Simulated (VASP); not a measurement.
Set up this calculation in VASP 6.6.1, as the native input.

```
Task                   : single point
Functional             : LDA
Potentials or basis    : VASP PAW LDA potentials, release 64 (Al, In_d, Sb)
Cutoff                 : 520 eV
k mesh                 : 8 × 8 × 6
Occupations            : gaussian, width 0.03 eV
Spin                   : no spin polarisation
Dipole correction      : no
Further INCAR settings : ALGO = Normal; EDIFF = 1e-07; NBANDS = 21
```

The structure of AlInSb2 lies in POSCAR:

```
AlInSb2
1.0
    4.5679015066      0.0000000000      0.0000000000
    0.0000000000      4.5679015066      0.0000000000
    0.0000000000      0.0000000000      6.1783718175
Al In Sb
1 1 2
Direct
    0.0000000000      0.0000000000      0.0000000000
    0.5000000000      0.5000000000      0.5000000000
    0.0000000000      0.5000000000      0.2333653700
    0.5000000000      0.0000000000      0.7666346300
```

This cell differs from its parent crystal: ratio of the length along z to the lengths across it x 0.96, volume and fractional coordinates fixed.

These files were run (other wordings do the same):

INCAR

```
SYSTEM = AlInSb2
PREC = Accurate
ENCUT = 520
EDIFF = 1E-7
ISMEAR = 0
SIGMA = 0.03
LREAL = .FALSE.
LASPH = .TRUE.
NELM = 60
ALGO = Normal
ISIF = 2
LWAVE = .FALSE.
LCHARG = .TRUE.
GGA = CA
LELF = .TRUE.
LVHAR = .TRUE.
NBANDS = 21
```

KPOINTS

```
regular mesh
0
G
  8 8 6
  0 0 0
```

Potentials or basis: VASP PAW LDA potentials, release 64 (Al, In_d, Sb).

Launch:

```console
$ cat potpaw_LDA.64/Al/POTCAR potpaw_LDA.64/In_d/POTCAR potpaw_LDA.64/Sb/POTCAR > POTCAR
$ mpirun -np 1 vasp_std > vasp.out
```

Results of the run:

* Pressure: -1.9 GPa
* Largest force: 0.036 eV/Å
* Band gap on the k mesh: 0.36 eV

Caveat: spin-orbit coupling is left out, which moves the levels of the heavy elements.

Run time: 2.1 min on 1 thread of AMD EPYC 7R13 Processor (Zen 3), with other jobs on the host, peak memory 0.28 GiB.
